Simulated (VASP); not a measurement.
# C (Fd-3m) in VASP: notebook

The runs below take C through single point, relaxation of cell and atoms, with r2SCAN.

Program: VASP 6.6.1. These are calculated values, not measurements. Logs are shortened: lines on timing, memory, paths and dates and some standing lists are left out, and cuts for length are marked.

### 1 The cell of the first run

Symmetry: Fd-3m, No. 227, cubic system. The conventional cell has a = 3.560 Å, b = 3.560 Å, c = 3.560 Å, α = 90.00°, β = 90.00°, γ = 90.00°. C (site symmetry -43m) has 4 C at 1.54 Å within 2.1 Å.

### 2 Single point, r2SCAN

Input file POSCAR:

```
C
1.0
    0.0000000000      1.7801304728      1.7801304728
    1.7801304728      0.0000000000      1.7801304728
    1.7801304728      1.7801304728      0.0000000000
C
2
Direct
    0.0000000000      0.0000000000      0.0000000000
    0.2500000000      0.2500000000      0.2500000000
```

Input file INCAR.step1:

```
ALGO     = Normal         # electronic algorithm
EDIFF    = 1E-4           # SCF threshold, eV
ENCUT    = 520            # plane-wave cutoff, eV
GGA      = PE             # functional
ISMEAR   = 0              # smearing method
LASPH    = T              # aspherical terms in the spheres
LCHARG   = F              # write CHGCAR
LREAL    = F              # projectors in reciprocal space
LWAVE    = T              # write WAVECAR
NBANDS   = 11             # bands
NELM     = 100            # most SCF steps
PREC     = Accurate       # precision mode
SIGMA    = 0.02           # smearing width, eV
```

Input file INCAR.step2:

```
ALGO     = Normal         # electronic algorithm
EDIFF    = 1E-6           # SCF threshold, eV
ENCUT    = 520            # plane-wave cutoff, eV
ISIF     = 2              # what is computed and relaxed
ISMEAR   = 0              # smearing method
ISTART   = 1            
LASPH    = T              # aspherical terms in the spheres
LCHARG   = F              # write CHGCAR
LMIXTAU  = T            
LREAL    = F              # projectors in reciprocal space
LWAVE    = F              # write WAVECAR
METAGGA  = R2SCAN         # meta-GGA
NBANDS   = 11             # bands
NELM     = 100            # most SCF steps
PREC     = Accurate       # precision mode
SIGMA    = 0.02           # smearing width, eV
```

Input file KPOINTS:

```
k-points
0
Gamma
  26 26 26
```

Potentials or basis: VASP PAW PBE potentials, release 64 (C).

Launch:

```sh
> cat potpaw_PBE.64/C/POTCAR > POTCAR
> cp INCAR.step1 INCAR
> mpirun -np 1 vasp_std > vasp.out
> cp INCAR.step2 INCAR
> mpirun -np 1 vasp_std > vasp.out
```

OUTCAR:

```text
EDIFF = 1E-6
   ENCUT = 520
   ISIF = 2
   ISMEAR = 0
   ISTART = 1
   LASPH = T
   LREAL = F
   METAGGA = R2SCAN
   NELM = 100
   PREC = Accurate

 ion  position               nearest neighbor table
   1  0.000  0.000  0.000-   2 1.54   2 1.54   2 1.54   2 1.54
   2  0.250  0.250  0.250-   1 1.54   1 1.54   1 1.54   1 1.54

  LATTYP: Found a face centered cubic cell.
 ALAT       =     3.5602609456

  Lattice vectors:

 A1 = (   0.0000000000,   1.7801304728,   1.7801304728)
 A2 = (   1.7801304728,   0.0000000000,   1.7801304728)
 A3 = (   1.7801304728,   1.7801304728,   0.0000000000)

Analysis of symmetry for initial positions (statically):
=====================================================================
 Subroutine PRICEL returns:
 Original cell was already a primitive cell.

 Routine SETGRP: Setting up the symmetry group for a
 face centered cubic supercell.

 Subroutine GETGRP returns: Found 48 space group operations
 (whereof 24 operations were pure point group operations)
 out of a pool of 48 trial point group operations.

The static configuration has the point symmetry T_d .
 The point group associated with its full space group is O_h .

Analysis of symmetry for dynamics (positions and initial velocities):
=====================================================================
 Subroutine PRICEL returns:
 Original cell was already a primitive cell.

 Routine SETGRP: Setting up the symmetry group for a
 face centered cubic supercell.

 Subroutine GETGRP returns: Found 48 space group operations
 (whereof 24 operations were pure point group operations)
 out of a pool of 48 trial point group operations.

The dynamic configuration has the point symmetry T_d .
 The point group associated with its full space group is O_h .

 Subroutine INISYM returns: Found 48 space group operations
 (whereof 24 operations are pure point group operations),
 and found     1 'primitive' translations

----------------------------------------------------------------------------------------

                                     Primitive cell

  volume of cell :      11.2820

  direct lattice vectors                    reciprocal lattice vectors
     0.000000000  1.780130473  1.780130473    -0.280878288  0.280878288  0.280878288
     1.780130473  0.000000000  1.780130473     0.280878288 -0.280878288  0.280878288
     1.780130473  1.780130473  0.000000000     0.280878288  0.280878288 -0.280878288

  length of vectors
     2.517484657  2.517484657  2.517484657     0.486495466  0.486495466  0.486495466

  position of ions in fractional coordinates (direct lattice)
     0.000000000  0.000000000  0.000000000
     0.250000000  0.250000000  0.250000000

  ion indices of the primitive-cell ions
   primitive index   ion index
                 1           1
                 2           2

----------------------------------------------------------------------------------------

 KPOINTS: k-points

Automatic generation of k-mesh.
 Grid dimensions read from file:
 generate k-points for:   26   26   26

 Generating k-lattice:

  Cartesian coordinates                     Fractional coordinates (reciprocal lattice)
    -0.010803011  0.010803011  0.010803011     0.038461538  0.000000000  0.000000000
     0.010803011 -0.010803011  0.010803011     0.000000000  0.038461538  0.000000000
     0.010803011  0.010803011 -0.010803011     0.000000000  0.000000000  0.038461538

  Length of vectors
     0.018711364  0.018711364  0.018711364

  Shift w.r.t. Gamma in fractional coordinates (k-lattice)
     0.000000000  0.000000000  0.000000000

 Subroutine IBZKPT returns following result:
 ===========================================

 Found    511 irreducible k-points:

 Following reciprocal coordinates:
            Coordinates               Weight
  0.000000  0.000000  0.000000      1.000000
  0.038462  0.000000  0.000000      8.000000
  0.076923  0.000000  0.000000      8.000000
  0.115385  0.000000  0.000000      8.000000
  0.153846  0.000000  0.000000      8.000000
  0.192308  0.000000  0.000000      8.000000
[... 16 lines left out ...]
  0.346154  0.038462  0.000000     24.000000
  0.384615  0.038462  0.000000     24.000000
 [... further k-points ...]
   k-points           NKPTS =    511   k-points in BZ     NKDIM =    511   number of bands    NBANDS=     11
   number of dos      NEDOS =    301   number of ions     NIONS =      2
   total plane-waves  NPLWV =   8000
   dimension x,y,z NGX =    20 NGY =   20 NGZ =   20
   dimension x,y,z NGXF=    40 NGYF=   40 NGZF=   40
   ions per type =               2
   NGX,Y,Z   is equivalent  to a cutoff of  13.21, 13.21, 13.21 a.u.
   NGXF,Y,Z  is equivalent  to a cutoff of  26.41, 26.41, 26.41 a.u.
 SYSTEM =  unknown system
   PREC   = accura    normal or accurate (medium, high low for compatibility)
   ISTART =      1    job   : 0-new  1-cont  2-samecut
   ICHARG =      0    charge: 1-file 2-atom 10-const
   ISPIN  =      1    spin polarized calculation?
   LNONCOLLINEAR =      F non collinear calculations
   LSORBIT =      F    spin-orbit coupling
   LASPH  =      T    aspherical Exc in radial PAW
   ENCUT  =  520.0 eV  38.22 Ry    6.18 a.u.   4.68  4.68  4.68*2*pi/ulx,y,z
   NELM   =    100;   NELMIN=  2; NELMDL=  0     # of ELM steps
   EDIFF  = 0.1E-05   stopping-criterion for ELM
   LREAL  =      F    real-space projection
   EDIFFG = 0.1E-04   stopping-criterion for IOM
   NSW    =      0    number of steps for IOM
   IBRION =     -1    ionic relax: 0-MD 1-quasi-New 2-CG
   NFREE  =      0    steps in history (QN), initial steepest desc. (CG)
   ISIF   =      2    stress and relaxation
   ISYM   =      2    0-nonsym 1-usesym 2-fastsym
   POTIM  = 0.5000    time-step for ionic-motion
   TEBEG  =    0.0;   TEEND  =   0.0 temperature during run
   PSTRESS=    0.0 pullay stress
   NELECT =       8.0000    total number of electrons
   NUPDOWN=      -1.0000    fix difference up-down
   EMIN   =  10.00;   EMAX   =-10.00  energy-range for DOS
   EFERMI =   0.00;   METHOD = LEGACY
   ISMEAR =     0;   SIGMA  =   0.02  broadening in eV -4-tet -1-fermi 0-gaus
   EFERMI_NEDOS =   21; number of points for ismear=-14 and -15
   IALGO  =     38    algorithm
   IMIX   =      4    mixing-type and parameters
     AMIX     =   0.40;   BMIX     =  1.00
     AMIX_MAG =   1.60;   BMIX_MAG =  1.00
  volume/ion in A,a.u.               =       5.64        38.07
  Fermi-wavevector in a.u.,A,eV,Ry     =   1.459855  2.758726 28.996410  2.131176
  Thomas-Fermi vector in A             =   2.576373
   LORBIT       =      0    0 simple, 1 ext, 2 COOP (PROOUT), +10 PAW based schemes
   METAGGA = R2SCAN    functional components
   LHFCALC =     F    Hartree Fock is set to
   AEXX    =    0.0000 exact exchange contribution
   IVDW    =     0    specifies the selected vdW correction
   LEPSILON=     F    determine dielectric tensor
   LRPA    =     F    only Hartree local field effects (RPA)
 non-spin polarized calculation
 Gauss-broadening in eV      SIGMA  =   0.02
  energy-cutoff  :      520.00
  volume of cell :       11.28
 maximum number of plane-waves:       319
   NGX =  9   NGY =  9   NGZ =  9

 number of electron       7.9999999 magnetization

 Free energy of the ion-electron system (eV)
  ---------------------------------------------------
  ext. energy  EPLUGINS =         0.00000000
  ---------------------------------------------------
  free energy    TOTEN  =       -19.65720911 eV

  energy without entropy =      -19.65720911  energy(sigma->0) =      -19.65720911

 E-fermi :   9.9232     XC(G=0): -14.2879

 val. band max:        9.7922846987   @ k =   0.0000   0.0000   0.0000
 cond. band min:      14.1314936519   @ k =   0.3462   0.3462   0.0000
 fundamental gap:      4.3392089532
 Fermi energy:         9.9232336277

 k-point     1 :       0.0000    0.0000    0.0000
  band No.  band energies     occupation
      1     -12.9788      2.00000
      2       9.7923      2.00000
      3       9.7923      2.00000
      4       9.7923      2.00000
      5      15.6428      0.00000
      6      15.6428      0.00000
      7      15.6428      0.00000
      8      23.7414      0.00000
      9      30.2612      0.00000
     10      37.2409      0.00000
     11      37.2409      0.00000

 k-point     2 :       0.0385    0.0000    0.0000
  band No.  band energies     occupation
      1     -12.9358      2.00000
      2       9.4738      2.00000
      3       9.7122      2.00000
      4       9.7122      2.00000
      5      15.7472      0.00000
      6      15.7472      0.00000
      7      15.8437      0.00000
      8      23.7841      0.00000
      9      30.3392      0.00000
     10      36.4374      0.00000
     11      36.4374      0.00000

 k-point     3 :       0.0769    0.0000    0.0000
  band No.  band energies     occupation
      1     -12.8069      2.00000
      2       8.6429      2.00000
      3       9.4924      2.00000
      4       9.4924      2.00000
      5      16.0358      0.00000
      6      16.0358      0.00000
      7      16.3248      0.00000
      8      23.9119      0.00000
      9      30.5585      0.00000
     10      35.3494      0.00000
     11      35.3494      0.00000
[... 267 lines left out ...]
 k-point    23 :       0.3462    0.0385    0.0000
  band No.  band energies     occupation
      1      -9.7844      2.00000
      2      -0.1450      2.00000
      3       7.0072      2.00000
      4       7.3770      2.00000
      5      18.1794      0.00000
      6      18.9016      0.00000
      7      18.9059      0.00000
      8      25.8657      0.00000
      9      32.0253      0.00000
     10      33.2813      0.00000
     11      34.9809      0.00000

 k-point    24 :       0.3846    0.0385    0.0000
  band No.  band energies     occupation
      1      -9.0517      2.00000
      2      -1.4084      2.00000
      3       6.8488      2.00000
      4       7.1198      2.00000
      5      18.3419      0.00000
      6      18.9519      0.00000
      7      19.0131      0.00000
      8      26.1410      0.00000
      9      32.1885      0.00000
     10      34.0918      0.00000
     11      35.7024      0.00000

 [... further k-points ...]

------------------------ aborting loop because EDIFF is reached ----------------------------------------

  FORCE on cell =-STRESS in cart. coord.  units (eV):
  Direction    XX          YY          ZZ          XY          YZ          ZX
  --------------------------------------------------------------------------------------
  -------------------------------------------------------------------------------------
  Total        0.0796244      0.0796244      0.0796244     -0.0000000     -0.0000000     -0.0000000
  in kB       11.3076183     11.3076183     11.3076183     -0.0000000     -0.0000000     -0.0000000
  external PRESSURE =      11.3076183 kB  Pullay stress =       0.0000000 kB

 VOLUME and BASIS-vectors are now :
 -----------------------------------------------------------------------------
  energy-cutoff  :      520.00
  volume of cell :       11.28
      direct lattice vectors                 reciprocal lattice vectors
     0.000000000  1.780130473  1.780130473    -0.280878288  0.280878288  0.280878288
     1.780130473  0.000000000  1.780130473     0.280878288 -0.280878288  0.280878288
     1.780130473  1.780130473  0.000000000     0.280878288  0.280878288 -0.280878288

 POSITION                                       TOTAL-FORCE (eV/Angst)
 -----------------------------------------------------------------------------------
      0.00000      0.00000      0.00000         0.000000     -0.000000     -0.000000
      0.89007      0.89007      0.89007        -0.000000      0.000000      0.000000
 -----------------------------------------------------------------------------------
    total drift:                                0.000000      0.000000      0.000000

  FREE ENERGIE OF THE ION-ELECTRON SYSTEM (eV)
  ---------------------------------------------------
  free  energy   TOTEN  =       -19.6572091095 eV

  energy  without entropy=      -19.6572091095  energy(sigma->0) =      -19.65720911
```

It took 85 s on 1 thread of Intel Xeon 6975P-C (Granite Rapids), shared host; peak memory 0.16 GiB.

What came out:

| Item | Value |
| --- | --- |
| Free energy | -19.6572 eV |
| Pressure | 1.1 GPa |
| Band gap on the k mesh | 4.34 eV, indirect (least direct gap 5.85 eV) |

Caveat: the PAW data sets were made with another functional, which shifts forces and pressure a little. A k mesh can miss the band edges.

### 3 Relaxation of cell and atoms, r2SCAN

This run uses another cell than the first one, of 5.69 Å³/atom, 1.008 times its volume.

Input file POSCAR:

```
C
1.0
    0.0000000000      1.7850000000      1.7850000000
    1.7850000000      0.0000000000      1.7850000000
    1.7850000000      1.7850000000      0.0000000000
C
2
Direct
    0.0000000000      0.0000000000      0.0000000000
    0.2500000000      0.2500000000      0.2500000000
```

Input file INCAR.step1:

```
SYSTEM = C
ALGO     = Normal         ! electronic algorithm
EDIFF    = 1E-4           ! SCF threshold, eV
ENCUT    = 600            ! plane-wave cutoff, eV
GGA      = PE             ! functional
ISMEAR   = 0              ! smearing method
LASPH    = .TRUE.         ! aspherical terms in the spheres
LCHARG   = .FALSE.        ! write CHGCAR
LREAL    = .FALSE.        ! projectors in reciprocal space
LWAVE    = .TRUE.         ! write WAVECAR
NELM     = 60             ! most SCF steps
PREC     = Accurate       ! precision mode
SIGMA    = 0.02           ! smearing width, eV
```

Input file INCAR.step2:

```
SYSTEM = C
ALGO     = Normal         ! electronic algorithm
EDIFF    = 1E-7           ! SCF threshold, eV
EDIFFG   = -0.005         ! ionic threshold
ENCUT    = 600            ! plane-wave cutoff, eV
IBRION   = 2              ! ionic algorithm
ISIF     = 3              ! what is computed and relaxed
ISMEAR   = 0              ! smearing method
ISTART   = 1            
LASPH    = .TRUE.         ! aspherical terms in the spheres
LCHARG   = .FALSE.        ! write CHGCAR
LMIXTAU  = .TRUE.       
LREAL    = .FALSE.        ! projectors in reciprocal space
LWAVE    = .FALSE.        ! write WAVECAR
METAGGA  = R2SCAN         ! meta-GGA
NELM     = 60             ! most SCF steps
NSW      = 80             ! ionic steps
PREC     = Accurate       ! precision mode
SIGMA    = 0.02           ! smearing width, eV
```

Input file KPOINTS:

```
k-points
0
G
  26 26 26
  0 0 0
```

Potentials or basis: VASP PAW PBE potentials, release 64 (C).

Launch:

```sh
> cat potpaw_PBE.64/C/POTCAR > POTCAR
> cp INCAR.step1 INCAR
> mpirun -np 1 vasp_std > vasp.out
> cp INCAR.step2 INCAR
> mpirun -np 1 vasp_std > vasp.out
```

Run time: 2.8 min. Hardware: 1 thread of Intel Xeon 6975P-C (Granite Rapids), shared host; peak memory 0.16 GiB.

It converged, with:

| Quantity | Value |
| --- | --- |
| Free energy | -19.6645 eV |
| Relaxed volume | 5.65 Å³/atom |
| Relaxed cell | a = 2.518 Å, b = 2.518 Å, c = 2.518 Å, α = 60.00°, β = 60.00°, γ = 60.00° |
| Space group after relaxing (to 0.05 Å) | Fd-3m (No. 227) |
| Energy gained by relaxing | 0.4 meV/atom |
| Ionic steps | 3 |
| Pressure after relaxing | 0.0 GPa |
| Band gap on the k mesh | 4.34 eV, indirect (least direct gap 5.85 eV) |

Step by step:
```
step  energy change (eV)  largest force (eV/Å)  pressure (GPa)  volume (Å³)
   1              0.0000                0.0000           -3.30        11.37
   2              0.0006                0.0000            4.35        11.18
   3             -0.0009                0.0000            0.01        11.29
```

Final structure:
```
C
1.0
     0.00000    1.78056    1.78056
     1.78056    0.00000    1.78056
     1.78056    1.78056    0.00000
C
2
Direct
  0.00000 0.00000 0.00000
  0.25000 0.25000 0.25000
```

Levels at points of the mesh, in eV from the valence-band top:
| k point | band 1 | band 2 | band 3 | band 4 | band 5 | band 6 | band 7 | band 8 |
| --- | --- | --- | --- | --- | --- | --- | --- | --- |
| (0.00, 0.00, 0.00) | -22.76 | 0.00 | 0.00 | 0.00 | 5.85 | 5.85 | 5.85 | 13.93 |
| (0.50, 0.00, 0.00) | -16.79 | -14.10 | -2.99 | -2.99 | 8.90 | 8.90 | 9.19 | 16.74 |
| (0.50, 0.50, 0.00) | -13.62 | -13.62 | -6.69 | -6.69 | 5.01 | 5.01 | 17.95 | 17.95 |

Caveat: the PAW data sets were made with another functional, which shifts forces and pressure a little. A k mesh can miss the band edges.
